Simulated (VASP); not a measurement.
# Si2B2C (P-3m1) in VASP: a series of runs, part 2 of 2

VASP 6.6.1. Earlier steps stand in the parts before.

## (4) Relaxation of cell and atoms, PBE

This run uses another cell than the first one, of 11.36 Å³/atom, 1.060 times its volume.

Input file INCAR:

```
SYSTEM = Si2B2C
PREC = Accurate ; ENCUT = 600
EDIFF = 1E-6 ; ISMEAR = 0
SIGMA = 0.1 ; LREAL = .FALSE.
LASPH = .TRUE. ; NELM = 80
ALGO = Normal ; ISIF = 3
LWAVE = .FALSE. ; LCHARG = .FALSE.
GGA = PE ; IBRION = 2
NSW = 90 ; EDIFFG = -0.04
```

Input file KPOINTS:

```
regular mesh
0
G
  6 6 4
  0 0 0
```

Input file POSCAR:

```
Si2B2C
1.0
    3.9976192800      0.0000000000      0.0000000000
   -1.9988096400      3.4620398500      0.0000000000
    0.0000000000      0.0000000000      4.1034373400
Si B C
2 2 1
Direct
    0.3333333300      0.6666666700      0.8368567900
    0.6666666700      0.3333333300      0.1631432100
    0.3333333300      0.6666666700      0.3425976500
    0.6666666700      0.3333333300      0.6574023500
    0.0000000000      0.0000000000      0.0000000000
```

Launch:

```console
$ cat potpaw_PBE.64/Si/POTCAR potpaw_PBE.64/B/POTCAR potpaw_PBE.64/C/POTCAR > POTCAR
$ mpirun -np 1 vasp_std > vasp.out
```

Run time: 6.9 min. Hardware: 1 thread of Intel Xeon Platinum 8488C (Sapphire Rapids), shared host; peak memory 0.2 GiB.

The run converged. Its results:

```
Free energy                            : -31.2681 eV
Relaxed volume                         : 8.80 Å³/atom
Relaxed cell                           : a = 2.978 Å, b = 2.978 Å, c = 5.732 Å, α = 90.00°, β = 90.00°, γ = 120.00°
Space group after relaxing (to 0.05 Å) : P-3m1 (No. 164)
Energy gained by relaxing              : 1209.5 meV/atom
Ionic steps                            : 53
Pressure after relaxing                : -0.3 GPa
Largest force after relaxing           : 0.029 eV/Å
Band gap on the k mesh                 : zero (band 9 reaches 14.10 eV, above the bottom of band 10 at 9.35 eV)
```

Forces on the atoms (eV/Å):
```
Si   0.000  0.000 -0.009
Si   0.000  0.000  0.009
B    0.000  0.000  0.029
B    0.000  0.000 -0.029
C    0.000  0.000  0.000
```

Stress tensor (GPa, compression positive):
```
-0.45  0.00  0.00
 0.00 -0.45  0.00
 0.00  0.00 -0.07
```

The path:
```tsv
step	energy change (eV)	largest force (eV/Å)	pressure (GPa)	volume (Å³)
1	0.0000	0.3116	-10.83	56.79
3	-0.2982	0.3774	3.25	49.77
5	0.0069	4.4301	46.49	41.12
7	-0.6326	0.5247	14.09	45.77
9	-0.7928	0.3892	-2.73	50.56
11	-0.7966	0.2810	-1.03	49.87
13	-0.8090	0.2016	-0.28	49.69
15	-0.8118	1.0239	1.88	49.42
17	-0.8184	0.6101	1.11	49.53
19	-0.8423	0.8751	1.36	49.48
21	-1.0547	2.0817	1.84	49.25
23	0.7057	16.4643	26.35	47.83
25	-1.3222	5.8056	6.49	48.83
27	-1.3249	5.6648	6.30	48.84
29	-1.3311	5.9734	6.60	48.83
31	-1.3323	6.2295	6.87	48.81
33	-1.3503	6.2282	6.77	48.82
35	-1.4308	6.2191	6.34	48.83
37	-1.7441	6.1843	4.50	48.89
39	-2.8743	6.1266	-2.35	49.00
41	-4.4008	4.7689	-7.63	47.59
43	-4.9448	4.7469	-10.56	47.77
45	-5.0988	4.4741	2.32	43.62
47	-5.9332	1.4397	-5.06	44.52
49	-6.0240	0.5105	2.37	43.29
51	-6.0448	0.1566	0.18	43.91
53	-6.0473	0.0291	-0.32	44.02
```

Final structure:
```
Si B C
1.0
     2.97786    0.00000    0.00000
    -1.48893    2.57890    0.00000
     0.00000    0.00000    5.73201
Si B C
2 2 1
Direct
  0.33333 0.66667 0.79973
  0.66667 0.33333 0.20027
  0.33333 0.66667 0.45564
  0.66667 0.33333 0.54436
  0.00000 0.00000 0.00000
```

Levels at points of the mesh, in eV from the Fermi level:
```
           k point  band 7  band 8  band 9  band 10  band 11  band 12
(0.00, 0.00, 0.00)   -1.11   -1.11   -0.42     4.35     5.07     5.07
(0.50, 0.00, 0.00)   -4.92   -2.91   -1.02     0.01     2.26     2.56
(0.00, 0.00, 0.50)   -1.05   -1.05    3.20     3.97     3.97     4.16
(0.50, 0.00, 0.50)   -4.18   -3.84   -3.80    -1.55     1.58     2.65
```

Caveat: the k points lie up to 0.41 Å⁻¹ apart in the final cell; the volume moved by over 15 % at a fixed basis, so the end points are rough.

## (5) Single point, PBE

This run uses another cell than the first one, of 10.74 Å³/atom, 1.002 times its volume.

Input file INCAR:

```
  ALGO = Normal
  EDIFF = 1E-6
  ENCUT = 520
  GGA = PE
  ISIF = 2
  ISMEAR = 0
  LASPH = T
  LCHARG = F
  LREAL = F
  LWAVE = F
  NBANDS = 17
  NELM = 60
  PREC = Accurate
  SIGMA = 0.1
```

Input file KPOINTS:

```
k-points
0
Gamma
  12 12 8
```

Input file POSCAR:

```
Si2B2C
1.0
    3.4127802648      0.0000000000      0.0000000000
   -1.7063901324      2.9555544068      0.0000000000
    0.0000000000      0.0000000000      5.3224003728
Si B C
2 2 1
Direct
    0.3333333333      0.6666666667      0.6921855607
    0.6666666667      0.3333333333      0.3078144393
    0.3333333333      0.6666666667      0.2540944183
    0.6666666667      0.3333333333      0.7459055817
    0.0000000000      0.0000000000      0.0000000000
```

Launch:

```console
$ cat potpaw_PBE.64/Si/POTCAR potpaw_PBE.64/B/POTCAR potpaw_PBE.64/C/POTCAR > POTCAR
$ mpirun -np 1 vasp_std > vasp.out
```

It took 76 s on 1 thread of Intel Xeon Platinum 8488C (Sapphire Rapids), shared host; peak memory 0.25 GiB.

It converged, with:

```yaml
Free_energy: -26.7697 eV
Pressure: 0.0 GPa
Largest_force: 0.004 eV/Å
Band_gap_on_the_k_mesh: zero (band 9 reaches 8.20 eV, above the bottom of band 10 at 7.12 eV)
```

Forces in eV/Å, atoms in the order of the input:
```
Si   0.000  0.000  0.004
Si   0.000  0.000 -0.004
B    0.000  0.000  0.003
B    0.000  0.000 -0.003
C    0.000  0.000  0.000
```

Levels at points of the mesh, in eV from the Fermi level:
```
           k point  band 7  band 8  band 9  band 10  band 11  band 12
(0.00, 0.00, 0.00)   -1.54   -0.87    0.11     0.38     0.38     2.44
(0.50, 0.00, 0.00)   -4.86   -1.67   -0.56     0.50     0.62     1.61
(0.00, 0.00, 0.50)   -0.80   -0.80   -0.75    -0.75     0.92     2.88
(0.50, 0.00, 0.50)   -3.52   -2.63   -1.08    -0.68     2.11     2.16
```

## (6) Summary

```csv
task,cell,k mesh,cutoff (eV),gap on the mesh (eV),pressure (GPa),largest force (eV/Å)
single point,"a = 3.411, b = 3.411, c = 5.318 Å, angles 90.0, 90.0, 120.0°, 5 atoms",6 × 6 × 4,520,none,-0.2,0.01
single point,"a = 3.998, b = 3.998, c = 4.103 Å, angles 90.0, 90.0, 120.0°, 5 atoms",6 × 6 × 4,520,none,-10.8,0.31
relaxation of cell and atoms,"relaxed from a = 3.998, b = 3.998, c = 4.103 Å, angles 90.0, 90.0, 120.0°, 5 atoms",6 × 6 × 4,600,none,-0.3,0.03
single point,"a = 3.413, b = 3.413, c = 5.322 Å, angles 90.0, 90.0, 120.0°, 5 atoms",12 × 12 × 8,520,none,0.0,-
```

Alike in all rows: level PBE; potentials or basis VASP PAW PBE potentials, release 64 (Si, B, C); no spin polarisation; smearing gaussian 0.1 eV.

Caveats: some runs use coarse meshes; the volume moved by over 15 % at a fixed basis, so the end points are rough (some runs).

Total energies depend on the potentials used, so only differences within one code and one set of settings carry meaning.
